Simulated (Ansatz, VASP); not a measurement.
**CaO: VASP beside Ansatz**

```
Ca O
1.0
     0.00000    2.39755    2.39755
     2.54092    0.00000    2.39755
     2.54092    2.39755    0.00000
Ca O
1 1
Direct
  0.00000 0.00000 0.00000
  0.50000 0.50000 0.50000
```

Change from the starting cell: uniaxial_x strain +6.0%.

Alike in both runs: task single point; functional r2SCAN; k mesh 10 × 10 × 10; no spin polarisation.

|  | VASP | Ansatz |
| --- | --- | --- |
| version | VASP 6.6.1 | Ansatz 0.2.0 |
| potentials or method | VASP PAW PBE potentials, release 64 (Ca_sv, O) | plane waves, PAW |
| plane-wave cutoff (eV) | 520 | 500 |
| occupations | gaussian, width 0.01 eV | fixed |
| valence electrons in the cell | 16 | 16 |

|  | VASP | Ansatz | Ansatz less VASP |
| --- | --- | --- | --- |
| gap on the k mesh at the Fermi level (eV) | 4.12 | 4.13 | +0.011 |
| pressure (GPa) | -4.5 | -5.3 | -0.83 |
| traceless stress, the component that is largest in VASP (GPa) | -4.64 | -4.27 | +0.366 |

VASP's potentials were made for PBE, not for r2SCAN.
